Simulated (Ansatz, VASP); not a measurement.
## One calculation of Si3Se2, two programs

```
Si Se
1.0
     3.77500    0.00000    0.00000
     0.00000    3.77500    0.00000
     0.00000    0.00000    9.61940
Si Se
3 2
Cartesian
  0.0000 1.8875 1.3697
  1.8875 0.0000 8.2497
  0.0000 0.0000 0.0000
  1.8875 1.8875 2.7935
  1.8875 1.8875 6.8259
```

Alike in both runs: functional PBE; k mesh 4 × 4 × 2; occupations gaussian, width 0.2 eV; no spin polarisation.

Ansatz relaxed the structure, and its values are those at the end. VASP's run is a single point on that final structure, the one shown.

|  | VASP | Ansatz |
| --- | --- | --- |
| version | VASP 6.6.1 | Ansatz 0.2.0 |
| potentials or method | VASP PAW PBE potentials, release 64 (Si, Se), cutoff 520 eV | scalar-relativistic, plane waves, PAW |
| valence electrons in the cell | 24 | 44 |

```csv
,VASP,Ansatz,Ansatz less VASP
gap on the k mesh at the Fermi level (eV),none,none,-
pressure (GPa),0.1,0.1,-0.02
rms of the force components (eV/Å),0.007,0.016,+0.0089
```

A gap of «none» marks a metal or a gap that the smearing closes. VASP's potentials hold 24 valence electrons a cell and Ansatz's 44, so a difference there can come from the potentials and not from the codes.

The k mesh is coarse, so the values compare programs but aren't converged.
